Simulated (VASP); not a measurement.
# V3H2 (P-3m1) in VASP: notebook, part 4 of 4

VASP 6.6.1. Earlier steps stand in the parts before.

## 6. Relaxation of cell and atoms, PBE

INCAR

```
PREC = Accurate ; ENCUT = 600
EDIFF = 1E-6 ; ISMEAR = 0
SIGMA = 0.1 ; LREAL = False
LASPH = True ; NELM = 60
ALGO = Normal ; ISIF = 3
LWAVE = False ; LCHARG = False
GGA = PE ; IBRION = 2
NSW = 100 ; EDIFFG = -0.01
```

KPOINTS

```
Automatic mesh
0
Gamma
  18 18 6
```

POSCAR

```
V3H2
1.0
    2.8290764780      0.0000000000      0.0000000000
   -1.4145382390      2.4500520992      0.0000000000
    0.0000000000      0.0000000000      6.4373720852
V H
3 2
Direct
    0.0000000000      0.0000000000      0.0000000000
    0.3333333333      0.6666666667      0.6568879692
    0.6666666667      0.3333333333      0.3431120308
    0.3333333333      0.6666666667      0.1661747036
    0.6666666667      0.3333333333      0.8338252964
```

Potentials or basis: VASP PAW PBE potentials, release 64 (V_sv, H).

Run with:

```console
> cat potpaw_PBE.64/V_sv/POTCAR potpaw_PBE.64/H/POTCAR > POTCAR
> mpirun -np 1 vasp_std > vasp.out
```

OUTCAR:

```text
PREC = Accurate
   ENCUT = 600
   EDIFF = 1E-6
   ISMEAR = 0
   LREAL = False
   LASPH = True
   NELM = 60
   ISIF = 3
   GGA = PE
   IBRION = 2
   NSW = 100
   EDIFFG = -0.01

 ion  position               nearest neighbor table
   1  0.000  0.000  0.000-   2 2.75   3 2.75   3 2.75   2 2.75   3 2.75   2 2.75
   2  0.333  0.667  0.657-   3 2.60   3 2.60   3 2.60   1 2.75   1 2.75   1 2.75
   3  0.667  0.333  0.343-   2 2.60   2 2.60   2 2.60   1 2.75   1 2.75   1 2.75
   4  0.333  0.667  0.166-
   5  0.667  0.333  0.834-

  LATTYP: Found a hexagonal cell.
 ALAT       =     2.8290764780
 C/A-ratio  =     2.2754323311

  Lattice vectors:

 A1 = (   2.8290764780,   0.0000000000,   0.0000000000)
 A2 = (  -1.4145382390,   2.4500520992,   0.0000000000)
 A3 = (   0.0000000000,   0.0000000000,   6.4373720852)

Analysis of symmetry for initial positions (statically):
=====================================================================
 Subroutine PRICEL returns:
 Original cell was already a primitive cell.

 Routine SETGRP: Setting up the symmetry group for a
 hexagonal supercell.

 Subroutine GETGRP returns: Found 12 space group operations
 (whereof 12 operations were pure point group operations)
 out of a pool of 24 trial point group operations.

The static configuration has the point symmetry D_3d.

Analysis of symmetry for dynamics (positions and initial velocities):
=====================================================================
 Subroutine PRICEL returns:
 Original cell was already a primitive cell.

 Routine SETGRP: Setting up the symmetry group for a
 hexagonal supercell.

 Subroutine GETGRP returns: Found 12 space group operations
 (whereof 12 operations were pure point group operations)
 out of a pool of 24 trial point group operations.

The dynamic configuration has the point symmetry D_3d.

 Subroutine INISYM returns: Found 12 space group operations
 (whereof 12 operations are pure point group operations),
 and found     1 'primitive' translations

----------------------------------------------------------------------------------------

                                     Primitive cell

  volume of cell :      44.6199

  direct lattice vectors                    reciprocal lattice vectors
     2.829076478  0.000000000  0.000000000     0.353472240  0.204077293  0.000000000
    -1.414538239  2.450052099  0.000000000     0.000000000  0.408154586  0.000000000
     0.000000000  0.000000000  6.437372085     0.000000000  0.000000000  0.155342893

  length of vectors
     2.829076478  2.829076478  6.437372085     0.408154586  0.408154586  0.155342893

  position of ions in fractional coordinates (direct lattice)
     0.000000000  0.000000000  0.000000000
     0.333333333  0.666666667  0.656887969
     0.666666667  0.333333333  0.343112031
     0.333333333  0.666666667  0.166174704
     0.666666667  0.333333333  0.833825296

  ion indices of the primitive-cell ions
   primitive index   ion index
                 1           1
                 2           2
                 3           3
                 4           4
                 5           5

----------------------------------------------------------------------------------------

[... 51 lines left out ...]
   k-points           NKPTS =    202   k-points in BZ     NKDIM =    202   number of bands    NBANDS=     24
   number of dos      NEDOS =    301   number of ions     NIONS =      5
   total plane-waves  NPLWV =  31104
   dimension x,y,z NGX =    24 NGY =   24 NGZ =   54
   dimension x,y,z NGXF=    48 NGYF=   48 NGZF=  108
   ions per type =               3   2
   NGX,Y,Z   is equivalent  to a cutoff of  14.10, 14.10, 13.95 a.u.
   NGXF,Y,Z  is equivalent  to a cutoff of  28.21, 28.21, 27.89 a.u.
 SYSTEM =  unknown system
   PREC   = accura    normal or accurate (medium, high low for compatibility)
   ISTART =      0    job   : 0-new  1-cont  2-samecut
   ICHARG =      2    charge: 1-file 2-atom 10-const
   ISPIN  =      1    spin polarized calculation?
   LNONCOLLINEAR =      F non collinear calculations
   LSORBIT =      F    spin-orbit coupling
   LASPH  =      T    aspherical Exc in radial PAW
   ENCUT  =  600.0 eV  44.10 Ry    6.64 a.u.   5.65  5.65 12.86*2*pi/ulx,y,z
   NELM   =     60;   NELMIN=  2; NELMDL= -5     # of ELM steps
   EDIFF  = 0.1E-05   stopping-criterion for ELM
   LREAL  =      F    real-space projection
   EDIFFG = -.1E-01   stopping-criterion for IOM
   NSW    =    100    number of steps for IOM
   IBRION =      2    ionic relax: 0-MD 1-quasi-New 2-CG
   NFREE  =      1    steps in history (QN), initial steepest desc. (CG)
   ISIF   =      3    stress and relaxation
   ISYM   =      2    0-nonsym 1-usesym 2-fastsym
   POTIM  = 0.5000    time-step for ionic-motion
   TEBEG  =    0.0;   TEEND  =   0.0 temperature during run
   PSTRESS=    0.0 pullay stress
   NELECT =      41.0000    total number of electrons
   NUPDOWN=      -1.0000    fix difference up-down
   EMIN   =  10.00;   EMAX   =-10.00  energy-range for DOS
   EFERMI =   0.00;   METHOD = LEGACY
   ISMEAR =     0;   SIGMA  =   0.10  broadening in eV -4-tet -1-fermi 0-gaus
   EFERMI_NEDOS =   21; number of points for ismear=-14 and -15
   IALGO  =     38    algorithm
   IMIX   =      4    mixing-type and parameters
     AMIX     =   0.40;   BMIX     =  1.00
     AMIX_MAG =   1.60;   BMIX_MAG =  1.00
  volume/ion in A,a.u.               =       8.92        60.22
  Fermi-wavevector in a.u.,A,eV,Ry     =   1.591573  3.007637 34.464983  2.533105
  Thomas-Fermi vector in A             =   2.690092
   LORBIT       =      0    0 simple, 1 ext, 2 COOP (PROOUT), +10 PAW based schemes
   GGA     = PE    functional components
   LHFCALC =     F    Hartree Fock is set to
   AEXX    =    0.0000 exact exchange contribution
   IVDW    =     0    specifies the selected vdW correction
   LEPSILON=     F    determine dielectric tensor
   LRPA    =     F    only Hartree local field effects (RPA)
 conjugate gradient relaxation of ions
 non-spin polarized calculation
 Gauss-broadening in eV      SIGMA  =   0.10
  energy-cutoff  :      600.00
  volume of cell :       44.62
 maximum number of plane-waves:      1526
 NGX is ok and might be reduce to    24
   NGX = 11   NGY = 11   NGZ = 25

--------------------------------------- Ionic step        1  -------------------------------------------

 number of electron      40.9999985 magnetization

 Free energy of the ion-electron system (eV)
  ---------------------------------------------------
  ext. energy  EPLUGINS =         0.00000000
  ---------------------------------------------------
  free energy    TOTEN  =       -34.18611212 eV

  energy without entropy =      -34.16450581  energy(sigma->0) =      -34.17530897

------------------------ aborting loop because EDIFF is reached ----------------------------------------

  FORCE on cell =-STRESS in cart. coord.  units (eV):
  Direction    XX          YY          ZZ          XY          YZ          ZX
  --------------------------------------------------------------------------------------
  -------------------------------------------------------------------------------------
  Total        0.1193226      0.1193226      0.1025382     -0.0000000      0.0000000     -0.0000000
  in kB        4.2845462      4.2845462      3.6818619     -0.0000000      0.0000000     -0.0000000
  external PRESSURE =       4.0836515 kB  Pullay stress =       0.0000000 kB
[... 104 lines left out ...]
--------------------------------------- Ionic step        4  -------------------------------------------

 number of electron      40.9999987 magnetization

 Free energy of the ion-electron system (eV)
  ---------------------------------------------------
  ext. energy  EPLUGINS =         0.00000000
  ---------------------------------------------------
  free energy    TOTEN  =       -34.18642049 eV

  energy without entropy =      -34.16477669  energy(sigma->0) =      -34.17559859

 E-fermi :   9.5928     XC(G=0): -12.8210

 val. band max:        9.5925439782   @ k =   0.0000   0.0000   0.0000
 cond. band min:       9.5945772250   @ k =   0.2778   0.1111   0.1667
 fundamental gap:      0.0020332468
 Fermi energy:         9.5928428582

 k-point     1 :       0.0000    0.0000    0.0000
  band No.  band energies     occupation
      1     -54.4646      2.00000
      2     -54.3655      2.00000
      3     -54.3040      2.00000
      4     -28.4700      2.00000
      5     -28.4065      2.00000
      6     -28.0776      2.00000
[... 637 lines left out ...]
     23      10.7256      0.00000
     24      11.8611      0.00000

 [... further k-points ...]

------------------------ aborting loop because EDIFF is reached ----------------------------------------

  FORCE on cell =-STRESS in cart. coord.  units (eV):
  Direction    XX          YY          ZZ          XY          YZ          ZX
  --------------------------------------------------------------------------------------
  -------------------------------------------------------------------------------------
  Total       -0.0085606     -0.0085606     -0.0201849      0.0000000      0.0000000      0.0000000
  in kB       -0.3066684     -0.3066684     -0.7230878      0.0000000      0.0000000      0.0000000
  external PRESSURE =      -0.4454749 kB  Pullay stress =       0.0000000 kB
[... 20 lines left out ...]
  FREE ENERGIE OF THE ION-ELECTRON SYSTEM (eV)
  ---------------------------------------------------
  free  energy   TOTEN  =       -34.1864204865 eV

  energy  without entropy=      -34.1647766880  energy(sigma->0) =      -34.17559859

 reached required accuracy - stopping structural energy minimisation
```

CONTCAR:

```text
V3H2
   1.00000000000000
     2.8315525545350888   -0.0000000000000000   -0.0000000000000000
    -1.4157762772675444    2.4521964443811091   -0.0000000000000000
    -0.0000000000000000    0.0000000000000000    6.4411908769957158
  V               H
     3     2
Direct
     0.0000000000000000    0.0000000000000000    0.0000000000000000
     0.3333333332999970    0.6666666667000030    0.6574117363914427
     0.6666666667000030    0.3333333332999970    0.3425882636085575
     0.3333333332999970    0.6666666667000030    0.1660770741175560
     0.6666666667000030    0.3333333332999970    0.8339229258824441

  0.00000000E+00  0.00000000E+00  0.00000000E+00
  0.00000000E+00  0.00000000E+00  0.00000000E+00
  0.00000000E+00  0.00000000E+00  0.00000000E+00
  0.00000000E+00  0.00000000E+00  0.00000000E+00
  0.00000000E+00  0.00000000E+00  0.00000000E+00
```

Run time: 4.5 min. Hardware: 1 thread of Intel Xeon 6975P-C (Granite Rapids), shared host; peak memory 0.34 GiB.

What came out:

```
Free energy                           : -34.1864 eV
Relaxed volume                        : 8.94 Å³/atom
Relaxed cell                          : a = 2.832 Å, b = 2.832 Å, c = 6.441 Å, α = 90.00°, β = 90.00°, γ = 120.00°
Space group after relaxing (to 0.1 Å) : P-3m1 (No. 164)
Energy gained by relaxing             : 0.1 meV/atom
Ionic steps                           : 4
Pressure after relaxing               : 0.0 GPa
Largest force after relaxing          : 0.005 eV/Å
Band gap on the k mesh                : zero (an odd number of electrons rules out a gap without spin polarisation)
```

Forces in eV/Å, atoms in the order of the input:
```
V    0.000  0.000  0.000
V    0.000  0.000  0.005
V    0.000  0.000 -0.005
H    0.000  0.000 -0.005
H    0.000  0.000  0.005
```

The path:
```
step  energy change (eV)  largest force (eV/Å)  pressure (GPa)  volume (Å³)
   1              0.0000                0.0468            0.41        44.62
   2             -0.0002                0.0187           -0.21        44.77
   3             -0.0003                0.0230           -0.13        44.74
   4             -0.0003                0.0055           -0.04        44.72
```

Final structure:
```
V H
1.0
     2.83155    0.00000    0.00000
    -1.41578    2.45220    0.00000
     0.00000    0.00000    6.44119
V H
3 2
Direct
  0.00000 0.00000 0.00000
  0.33333 0.66667 0.65741
  0.66667 0.33333 0.34259
  0.33333 0.66667 0.16608
  0.66667 0.33333 0.83392
```

## 7. Summary

| task | spin | cell | k mesh | cutoff (eV) | gap on the mesh (eV) | pressure (GPa) | relaxed volume (Å³/atom) | largest force (eV/Å) |
| --- | --- | --- | --- | --- | --- | --- | --- | --- |
| single point | off | a = 2.829, b = 2.829, c = 6.437 Å, angles 90.0, 90.0, 120.0°, 5 atoms, atomic positions A | 6 × 6 × 4 | 520 | none | 0.1 | - | 0.03 |
| relaxation of cell and atoms | off | relaxed from a = 3.329, b = 3.329, c = 5.179 Å, angles 90.0, 90.0, 120.0°, 5 atoms, atomic positions B | 6 × 6 × 4 | 600 | none | 0.2 | 8.91 | 0.03 |
| single point | collinear, ferromagnetic start | a = 3.329, b = 3.329, c = 5.179 Å, angles 90.0, 90.0, 120.0°, 5 atoms, atomic positions B | 6 × 6 × 4 | 520 | none | -10.0 | - | 1.75 |
| single point | off | a = 2.831, b = 2.831, c = 6.437 Å, angles 90.0, 90.0, 120.0°, 5 atoms, atomic positions A | 18 × 18 × 6 | 520 | none | 0.2 | - | - |
| relaxation of cell and atoms | off | relaxed from a = 2.829, b = 2.829, c = 6.437 Å, angles 90.0, 90.0, 120.0°, 5 atoms, atomic positions A | 18 × 18 × 6 | 600 | none | 0.0 | 8.94 | 0.01 |

Alike in all rows: level PBE; potentials or basis VASP PAW PBE potentials, release 64 (V_sv, H); smearing gaussian 0.1 eV.

Caveats: some runs use coarse meshes; a cell axis changed by over 15 % at a fixed basis, so the end point is rough (at least some runs); forces of over 1 eV/Å act on the atoms, so gaps and moduli don't describe the material at rest (at least some runs).

Total energies depend on the potentials used, so only differences within one code and one set of settings carry meaning.
